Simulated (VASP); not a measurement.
# GaAs (P6_3/mmc) in VASP: further runs

The runs below take GaAs through single point, with PBEsol.

Everything below comes from runs of VASP 6.6.1. Logs are shortened: lines on timing, memory, paths and dates and some standing lists are left out, and cuts for length are marked.

### 1 The cell of the first run

The structure is hexagonal, space group P6_3/mmc (No. 194). The conventional cell has a = 4.250 Å, b = 4.250 Å, c = 5.773 Å, α = 90.00°, β = 90.00°, γ = 120.00°. Ga (site symmetry -6m2) has 5 As at 2.45 to 2.89 Å within 3.2 Å. As (site symmetry -6m2) has 5 Ga at 2.45 to 2.89 Å within 3.2 Å.

### 2 Single point, PBEsol

INCAR reads:

```
SYSTEM = GaAs
  PREC = Accurate
  ENCUT = 520
  EDIFF = 1E-6
  ISMEAR = -1
  SIGMA = 0.02
  LREAL = .False.
  LASPH = .True.
  NELM = 80
  ALGO = Normal
  ISIF = 2
  LWAVE = .False.
  LCHARG = .False.
  GGA = PS
  NBANDS = 26
```

KPOINTS reads:

```
Automatic mesh
0
Gamma
  6 6 4
  0 0 0
```

POSCAR reads:

```
GaAs
1.0
    4.2497555350      0.0000000000      0.0000000000
   -2.1248777675      3.6803962531      0.0000000000
    0.0000000000      0.0000000000      5.7732406470
Ga As
2 2
Direct
    0.3333333333      0.6666666667      0.2500000000
    0.6666666667      0.3333333333      0.7500000000
    0.6666666667      0.3333333333      0.2500000000
    0.3333333333      0.6666666667      0.7500000000
```

Potentials or basis: VASP PAW PBE potentials, release 64 (Ga_d, As).

Started as:

```console
cat potpaw_PBE.64/Ga_d/POTCAR potpaw_PBE.64/As/POTCAR > POTCAR
mpirun -np 1 vasp_std > vasp.out
```

OUTCAR:

```text
SYSTEM = GaAs
   PREC = Accurate
   ENCUT = 520
   EDIFF = 1E-6
   ISMEAR = -1
   LREAL = .False.
   LASPH = .True.
   NELM = 80
   ISIF = 2
   GGA = PS

 ion  position               nearest neighbor table
   1  0.333  0.667  0.250-   3 2.45   3 2.45   3 2.45   4 2.89   4 2.89
   2  0.667  0.333  0.750-   4 2.45   4 2.45   4 2.45   3 2.89   3 2.89
   3  0.667  0.333  0.250-   1 2.45   1 2.45   1 2.45   2 2.89   2 2.89
   4  0.333  0.667  0.750-   2 2.45   2 2.45   2 2.45   1 2.89   1 2.89

  LATTYP: Found a hexagonal cell.
 ALAT       =     4.2497555350
 C/A-ratio  =     1.3584877058

  Lattice vectors:

 A1 = (   4.2497555350,   0.0000000000,   0.0000000000)
 A2 = (  -2.1248777675,   3.6803962531,   0.0000000000)
 A3 = (   0.0000000000,   0.0000000000,   5.7732406470)

Analysis of symmetry for initial positions (statically):
=====================================================================
 Subroutine PRICEL returns:
 Original cell was already a primitive cell.

 Routine SETGRP: Setting up the symmetry group for a
 hexagonal supercell.

 Subroutine GETGRP returns: Found 24 space group operations
 (whereof 12 operations were pure point group operations)
 out of a pool of 24 trial point group operations.

The static configuration has the point symmetry D_3d.
 The point group associated with its full space group is D_6h.

Analysis of symmetry for dynamics (positions and initial velocities):
=====================================================================
 Subroutine PRICEL returns:
 Original cell was already a primitive cell.

 Routine SETGRP: Setting up the symmetry group for a
 hexagonal supercell.

 Subroutine GETGRP returns: Found 24 space group operations
 (whereof 12 operations were pure point group operations)
 out of a pool of 24 trial point group operations.

The dynamic configuration has the point symmetry D_3d.
 The point group associated with its full space group is D_6h.

 Subroutine INISYM returns: Found 24 space group operations
 (whereof 12 operations are pure point group operations),
 and found     1 'primitive' translations

----------------------------------------------------------------------------------------

                                     Primitive cell

  volume of cell :      90.2980

  direct lattice vectors                    reciprocal lattice vectors
     4.249755535  0.000000000  0.000000000     0.235307653  0.135854937  0.000000000
    -2.124877768  3.680396253  0.000000000     0.000000000  0.271709873  0.000000000
     0.000000000  0.000000000  5.773240647     0.000000000  0.000000000  0.173212942

  length of vectors
     4.249755535  4.249755535  5.773240647     0.271709873  0.271709873  0.173212942

  position of ions in fractional coordinates (direct lattice)
     0.333333333  0.666666667  0.250000000
     0.666666667  0.333333333  0.750000000
     0.666666667  0.333333333  0.250000000
     0.333333333  0.666666667  0.750000000

  ion indices of the primitive-cell ions
   primitive index   ion index
                 1           1
                 2           2
                 3           3
                 4           4

----------------------------------------------------------------------------------------

 KPOINTS: Automatic mesh

Automatic generation of k-mesh.
 Grid dimensions read from file:
 generate k-points for:    6    6    4

 Generating k-lattice:

  Cartesian coordinates                     Fractional coordinates (reciprocal lattice)
     0.039217942  0.022642489  0.000000000     0.166666667  0.000000000  0.000000000
     0.000000000  0.045284979  0.000000000     0.000000000  0.166666667  0.000000000
     0.000000000  0.000000000  0.043303236     0.000000000  0.000000000  0.250000000

  Length of vectors
     0.045284979  0.045284979  0.043303236

  Shift w.r.t. Gamma in fractional coordinates (k-lattice)
     0.000000000  0.000000000  0.000000000

 Subroutine IBZKPT returns following result:
 ===========================================

 Found     21 irreducible k-points:

 Following reciprocal coordinates:
            Coordinates               Weight
  0.000000  0.000000  0.000000      1.000000
  0.166667  0.000000  0.000000      6.000000
  0.333333  0.000000  0.000000      6.000000
  0.500000  0.000000  0.000000      3.000000
  0.166667  0.166667  0.000000      6.000000
  0.333333  0.166667  0.000000     12.000000
[... 13 lines left out ...]
  0.333333  0.166667  0.500000     12.000000
  0.333333  0.333333  0.500000      2.000000
   k-points           NKPTS =     21   k-points in BZ     NKDIM =     21   number of bands    NBANDS=     26
   number of dos      NEDOS =    301   number of ions     NIONS =      4
   total plane-waves  NPLWV =  49152
   dimension x,y,z NGX =    32 NGY =   32 NGZ =   48
   dimension x,y,z NGXF=    64 NGYF=   64 NGZF=   96
   ions per type =               2   2
   NGX,Y,Z   is equivalent  to a cutoff of  12.52, 12.52, 13.82 a.u.
   NGXF,Y,Z  is equivalent  to a cutoff of  25.04, 25.04, 27.64 a.u.
 SYSTEM =  GaAs
   PREC   = accura    normal or accurate (medium, high low for compatibility)
   ISTART =      0    job   : 0-new  1-cont  2-samecut
   ICHARG =      2    charge: 1-file 2-atom 10-const
   ISPIN  =      1    spin polarized calculation?
   LNONCOLLINEAR =      F non collinear calculations
   LSORBIT =      F    spin-orbit coupling
   LASPH  =      T    aspherical Exc in radial PAW
   ENCUT  =  520.0 eV  38.22 Ry    6.18 a.u.   7.90  7.90 10.73*2*pi/ulx,y,z
   NELM   =     80;   NELMIN=  2; NELMDL= -5     # of ELM steps
   EDIFF  = 0.1E-05   stopping-criterion for ELM
   LREAL  =      F    real-space projection
   EDIFFG = 0.1E-04   stopping-criterion for IOM
   NSW    =      0    number of steps for IOM
   IBRION =     -1    ionic relax: 0-MD 1-quasi-New 2-CG
   NFREE  =      0    steps in history (QN), initial steepest desc. (CG)
   ISIF   =      2    stress and relaxation
   ISYM   =      2    0-nonsym 1-usesym 2-fastsym
   POTIM  = 0.5000    time-step for ionic-motion
   TEBEG  =    0.0;   TEEND  =   0.0 temperature during run
   PSTRESS=    0.0 pullay stress
   NELECT =      36.0000    total number of electrons
   NUPDOWN=      -1.0000    fix difference up-down
   EMIN   =  10.00;   EMAX   =-10.00  energy-range for DOS
   EFERMI =   0.00;   METHOD = LEGACY
   ISMEAR =    -1;   SIGMA  =   0.02  broadening in eV -4-tet -1-fermi 0-gaus
   EFERMI_NEDOS =   21; number of points for ismear=-14 and -15
   IALGO  =     38    algorithm
   IMIX   =      4    mixing-type and parameters
     AMIX     =   0.40;   BMIX     =  1.00
     AMIX_MAG =   1.60;   BMIX_MAG =  1.00
  volume/ion in A,a.u.               =      22.57       152.34
  Fermi-wavevector in a.u.,A,eV,Ry     =   1.204896  2.276923 19.752593  1.451775
  Thomas-Fermi vector in A             =   2.340608
   LORBIT       =      0    0 simple, 1 ext, 2 COOP (PROOUT), +10 PAW based schemes
   GGA     = PS    functional components
   LHFCALC =     F    Hartree Fock is set to
   AEXX    =    0.0000 exact exchange contribution
   IVDW    =     0    specifies the selected vdW correction
   LEPSILON=     F    determine dielectric tensor
   LRPA    =     F    only Hartree local field effects (RPA)
 non-spin polarized calculation
  energy-cutoff  :      520.00
  volume of cell :       90.30
 maximum number of plane-waves:      2444
 NGX is ok and might be reduce to    32
   NGX = 15   NGY = 15   NGZ = 21

 number of electron      36.0000020 magnetization

 Free energy of the ion-electron system (eV)
  ---------------------------------------------------
  ext. energy  EPLUGINS =         0.00000000
  ---------------------------------------------------
  free energy    TOTEN  =       -16.92525740 eV

  energy without entropy =      -16.92395090  energy(sigma->0) =      -16.92460415

 E-fermi :   3.8282     XC(G=0):  -9.8278

 val. band max:        3.8271659677   @ k =   0.5000   0.0000   0.2500
 cond. band min:       3.9639582550   @ k =   0.0000   0.0000   0.0000
 fundamental gap:      0.1367922873
 Fermi energy:         3.8281677582

 k-point     1 :       0.0000    0.0000    0.0000
  band No.  band energies     occupation
      1     -11.1098      2.00000
      2     -10.9882      2.00000
      3     -10.9882      2.00000
      4     -10.9881      2.00000
      5     -10.9881      2.00000
      6     -10.9831      2.00000
[... 18 lines left out ...]
     25       9.6821      0.00000
     26      10.2390      0.00000

 k-point     2 :       0.1667    0.0000    0.0000
  band No.  band energies     occupation
      1     -11.1058      2.00000
      2     -11.0054      2.00000
      3     -10.9829      2.00000
      4     -10.9820      2.00000
      5     -10.9788      2.00000
      6     -10.9735      2.00000
[... 18 lines left out ...]
     25       9.8682      0.00000
     26      10.8067      0.00000

 k-point     3 :       0.3333    0.0000    0.0000
  band No.  band energies     occupation
      1     -11.0993      2.00000
      2     -11.0331      2.00000
      3     -10.9724      2.00000
      4     -10.9679      2.00000
      5     -10.9616      2.00000
      6     -10.9594      2.00000
[... 18 lines left out ...]
     25      10.6614      0.00000
     26      10.8447      0.00000

 k-point     4 :       0.5000    0.0000    0.0000
  band No.  band energies     occupation
      1     -11.0960      2.00000
      2     -11.0471      2.00000
      3     -10.9671      2.00000
      4     -10.9607      2.00000
      5     -10.9531      2.00000
      6     -10.9524      2.00000
[... 18 lines left out ...]
     25      11.6525      0.00000
     26      11.8978      0.00000
[... 409 lines left out ...]
      1     -11.0452      2.00000
      2     -11.0452      2.00000
      3     -10.9823      2.00000
      4     -10.9823      2.00000
      5     -10.9713      2.00000
      6     -10.9713      2.00000
[... 18 lines left out ...]
     25      10.5713      0.00000
     26      10.5713      0.00000

 k-point    20 :       0.3333    0.1667    0.5000
  band No.  band energies     occupation
      1     -11.0460      2.00000
      2     -11.0460      2.00000
      3     -10.9794      2.00000
      4     -10.9794      2.00000
      5     -10.9605      2.00000
      6     -10.9605      2.00000
[... 18 lines left out ...]
     25      11.4984      0.00000
     26      11.4984      0.00000

 k-point    21 :       0.3333    0.3333    0.5000
  band No.  band energies     occupation
      1     -11.0415      2.00000
      2     -11.0415      2.00000
      3     -10.9821      2.00000
      4     -10.9821      2.00000
      5     -10.9572      2.00000
      6     -10.9572      2.00000
[... 18 lines left out ...]
     25       9.8037      0.00000
     26       9.8037      0.00000

------------------------ aborting loop because EDIFF is reached ----------------------------------------

  FORCE on cell =-STRESS in cart. coord.  units (eV):
  Direction    XX          YY          ZZ          XY          YZ          ZX
  --------------------------------------------------------------------------------------
  -------------------------------------------------------------------------------------
  Total        0.0835765      0.0835765     -1.0355231     -0.0000000     -0.0000000      0.0000000
  in kB        1.4829157      1.4829157    -18.3735124     -0.0000000     -0.0000000      0.0000000
  external PRESSURE =      -5.1358937 kB  Pullay stress =       0.0000000 kB

 VOLUME and BASIS-vectors are now :
 -----------------------------------------------------------------------------
  energy-cutoff  :      520.00
  volume of cell :       90.30
      direct lattice vectors                 reciprocal lattice vectors
     4.249755535  0.000000000  0.000000000     0.235307653  0.135854937  0.000000000
    -2.124877768  3.680396253  0.000000000     0.000000000  0.271709873  0.000000000
     0.000000000  0.000000000  5.773240647     0.000000000  0.000000000  0.173212942

 POSITION                                       TOTAL-FORCE (eV/Angst)
 -----------------------------------------------------------------------------------
     -0.00000      2.45360      1.44331        -0.000000      0.000000      0.000000
      2.12488      1.22680      4.32993         0.000000     -0.000000      0.000000
      2.12488      1.22680      1.44331        -0.000000      0.000000      0.000000
     -0.00000      2.45360      4.32993         0.000000      0.000000      0.000000
 -----------------------------------------------------------------------------------
    total drift:                                0.000000     -0.000000      0.000000

  FREE ENERGIE OF THE ION-ELECTRON SYSTEM (eV)
  ---------------------------------------------------
  free  energy   TOTEN  =       -16.9252574031 eV

  energy  without entropy=      -16.9239509049  energy(sigma->0) =      -16.92460415
```

It took 42 s on 1 thread of Intel Xeon 6975P-C, shared host; peak memory 0.23 GiB.

What came out:

- Free energy: -16.9253 eV
- Pressure: -0.5 GPa
- Band gap on the k mesh: zero (band 18 reaches 4.07 eV, above the bottom of band 19 at 3.06 eV)

Stress tensor (GPa, compression positive):
```
 0.15  0.00  0.00
 0.00  0.15  0.00
 0.00  0.00 -1.84
```

Levels at points of the mesh, in eV from the Fermi level:
| k point | band 15 | band 16 | band 17 | band 18 | band 19 | band 20 | band 21 | band 22 |
| --- | --- | --- | --- | --- | --- | --- | --- | --- |
| (0.00, 0.00, 0.00) | -2.17 | -2.17 | -0.47 | -0.47 | 0.14 | 0.98 | 2.93 | 2.93 |
| (0.50, 0.00, 0.00) | -3.45 | -3.45 | -1.81 | -1.47 | -0.35 | 2.40 | 5.19 | 6.02 |
| (0.00, 0.00, 0.50) | -1.41 | -1.41 | -1.41 | -1.41 | -0.15 | -0.15 | 3.61 | 3.61 |
| (0.50, 0.00, 0.50) | -2.63 | -2.63 | -0.53 | -0.53 | 1.33 | 1.33 | 2.70 | 2.70 |

Caveat: the PAW data sets were made with another functional, which shifts forces and pressure a little.

### 3 Single point, PBEsol

INCAR reads:

```
PREC     = Accurate       # precision mode
ENCUT    = 520            # plane-wave cutoff, eV
EDIFF    = 1E-7           # SCF threshold, eV
ISMEAR   = 1              # smearing method
SIGMA    = 0.5            # smearing width, eV
LREAL    = F              # projectors in reciprocal space
LASPH    = T              # aspherical terms in the spheres
NELM     = 60             # most SCF steps
ALGO     = Normal         # electronic algorithm
ISIF     = 2              # what is computed and relaxed
LWAVE    = F              # write WAVECAR
LCHARG   = F              # write CHGCAR
GGA      = PS             # functional
NBANDS   = 26             # bands
```

KPOINTS reads:

```
Automatic mesh
0
Gamma
  6 6 4
```

POSCAR is that of step 2.

Potentials or basis: VASP PAW PBE potentials, release 64 (Ga_d, As).

Started as:

```console
cat potpaw_PBE.64/Ga_d/POTCAR potpaw_PBE.64/As/POTCAR > POTCAR
mpirun -np 1 vasp_std > vasp.out
```

Run time: 50 s. Hardware: 1 thread of Intel Xeon 6975P-C, shared host; peak memory 0.23 GiB.

Results (log left out):

| Property | Result |
| --- | --- |
| Free energy | -16.9204 eV |
| Pressure | -0.4 GPa |
| Band gap on the k mesh | zero (band 18 reaches 4.07 eV, above the bottom of band 19 at 3.06 eV) |

Stress tensor (GPa, compression positive):
```
 0.24  0.00  0.00
 0.00  0.24  0.00
 0.00  0.00 -1.81
```

Levels at points of the mesh, in eV from the Fermi level:
```tsv
k point	band 14	band 15	band 16	band 17	band 18	band 19	band 20	band 21	band 22	band 23
(0.00, 0.00, 0.00)	-2.56	-2.23	-2.23	-0.53	-0.53	0.07	0.92	2.86	2.86	5.05
(0.50, 0.00, 0.00)	-5.68	-3.52	-3.51	-1.87	-1.54	-0.42	2.34	5.13	5.96	7.21
(0.00, 0.00, 0.50)	-2.90	-1.48	-1.48	-1.48	-1.48	-0.21	-0.21	3.54	3.54	3.54
(0.50, 0.00, 0.50)	-7.04	-2.69	-2.69	-0.59	-0.59	1.26	1.26	2.64	2.64	8.07
```

Caveat: the PAW data sets were made with another functional, which shifts forces and pressure a little.

### 4 Single point, PBEsol

INCAR reads:

```
PREC = Accurate
ENCUT = 520
EDIFF = 1E-7
ISMEAR = 1
SIGMA = 0.05
LREAL = F
LASPH = T
NELM = 100
ALGO = Normal
ISIF = 2
LWAVE = F
LCHARG = F
GGA = PS
NBANDS = 26
```

KPOINTS is that of step 3.

POSCAR is that of step 3.

Potentials or basis: VASP PAW PBE potentials, release 64 (Ga_d, As).

Started as:

```console
cat potpaw_PBE.64/Ga_d/POTCAR potpaw_PBE.64/As/POTCAR > POTCAR
mpirun -np 1 vasp_std > vasp.out
```

OUTCAR:

```text
PREC = Accurate
   ENCUT = 520
   EDIFF = 1E-7
   ISMEAR = 1
   LREAL = F
   LASPH = T
   NELM = 100
   ISIF = 2
   GGA = PS

 ion  position               nearest neighbor table
   1  0.333  0.667  0.250-   3 2.45   3 2.45   3 2.45   4 2.89   4 2.89
   2  0.667  0.333  0.750-   4 2.45   4 2.45   4 2.45   3 2.89   3 2.89
   3  0.667  0.333  0.250-   1 2.45   1 2.45   1 2.45   2 2.89   2 2.89
   4  0.333  0.667  0.750-   2 2.45   2 2.45   2 2.45   1 2.89   1 2.89

  LATTYP: Found a hexagonal cell.
 ALAT       =     4.2497555350
 C/A-ratio  =     1.3584877058

  Lattice vectors:

 A1 = (   4.2497555350,   0.0000000000,   0.0000000000)
 A2 = (  -2.1248777675,   3.6803962531,   0.0000000000)
 A3 = (   0.0000000000,   0.0000000000,   5.7732406470)

Analysis of symmetry for initial positions (statically):
=====================================================================
 Subroutine PRICEL returns:
 Original cell was already a primitive cell.

 Routine SETGRP: Setting up the symmetry group for a
 hexagonal supercell.

 Subroutine GETGRP returns: Found 24 space group operations
[... 167 lines left out ...]

 E-fermi :   3.8267     XC(G=0):  -9.8275

 val. band max:        3.7192821293   @ k =   0.1667   0.0000   0.2500
 cond. band min:       3.8273758795   @ k =   0.5000   0.0000   0.2500
 fundamental gap:      0.1080937503
 Fermi energy:         3.8267230348

 k-point     1 :       0.0000    0.0000    0.0000
  band No.  band energies     occupation
      1     -11.1104      2.00000
      2     -10.9888      2.00000
      3     -10.9888      2.00000
      4     -10.9887      2.00000
      5     -10.9887      2.00000
      6     -10.9837      2.00000
[... 598 lines left out ...]
     25       9.8044      0.00000
     26       9.8044      0.00000

------------------------ aborting loop because EDIFF is reached ----------------------------------------

  FORCE on cell =-STRESS in cart. coord.  units (eV):
  Direction    XX          YY          ZZ          XY          YZ          ZX
  --------------------------------------------------------------------------------------
  -------------------------------------------------------------------------------------
  Total        0.1365930      0.1365930     -0.9970529      0.0000000      0.0000000      0.0000000
  in kB        2.4235999      2.4235999    -17.6909278      0.0000000      0.0000000      0.0000000
  external PRESSURE =      -4.2812426 kB  Pullay stress =       0.0000000 kB

 VOLUME and BASIS-vectors are now :
 -----------------------------------------------------------------------------
  energy-cutoff  :      520.00
  volume of cell :       90.30
      direct lattice vectors                 reciprocal lattice vectors
     4.249755535  0.000000000  0.000000000     0.235307653  0.135854937  0.000000000
    -2.124877768  3.680396253  0.000000000     0.000000000  0.271709873  0.000000000
     0.000000000  0.000000000  5.773240647     0.000000000  0.000000000  0.173212942

 POSITION                                       TOTAL-FORCE (eV/Angst)
 -----------------------------------------------------------------------------------
     -0.00000      2.45360      1.44331        -0.000000      0.000000     -0.000000
      2.12488      1.22680      4.32993         0.000000     -0.000000      0.000000
      2.12488      1.22680      1.44331        -0.000000     -0.000000     -0.000000
     -0.00000      2.45360      4.32993         0.000000      0.000000     -0.000000
 -----------------------------------------------------------------------------------
    total drift:                                0.000000     -0.000000      0.000000

  FREE ENERGIE OF THE ION-ELECTRON SYSTEM (eV)
  ---------------------------------------------------
  free  energy   TOTEN  =       -16.9246570061 eV

  energy  without entropy=      -16.9241844048  energy(sigma->0) =      -16.92449947
```

Wall time 52 s (1 thread of Intel Xeon 6975P-C, shared host); peak memory 0.23 GiB.

What came out:

```yaml
Free_energy: -16.9247 eV
Pressure: -0.4 GPa
Band_gap_on_the_k_mesh: zero (band 18 reaches 4.07 eV, above the bottom of band 19 at 3.06 eV)
```

Caveat: the PAW data sets were made with another functional, which shifts forces and pressure a little.

(Continued in part 2 of 2.)
